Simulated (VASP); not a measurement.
CuI (Marshite):

```
Cu I
1.0
     0.00000    3.03150    3.03150
     3.03150    0.00000    3.03150
     3.03150    3.03150    0.00000
Cu I
1 1
Direct
  0.25000 0.25000 0.25000
  0.00000 0.00000 0.00000
```

Base run:

| Item | Value |
| --- | --- |
| Program | VASP 6.6.1 |
| Functional | r2SCAN |
| Potentials or basis | VASP PAW PBE potentials, release 64 (Cu, I) |
| Cutoff | 520 eV |
| k mesh | 6 × 6 × 6 |
| Occupations | methfessel-paxton, width 0.1 eV |
| Spin | no spin polarisation |

Its results: band gap on the k mesh 1.61 eV, direct; pressure -0.9 GPa.

Question: The run is repeated on the same cell with these changes: functional from r2SCAN to PBEsol; further incar settings from ALGO = Normal; EDIFF = 1e-06; NBANDS = 16 to ALGO = Normal; EDIFF = 1e-07; NBANDS = 16. What comes out?

Answer: Band gap on the k mesh 1.03 eV, direct; pressure -2.5 GPa.

Caveats: the PAW data sets were made with another functional, which shifts forces and pressure a little; spin-orbit coupling is left out, which moves the levels of the heavy elements.

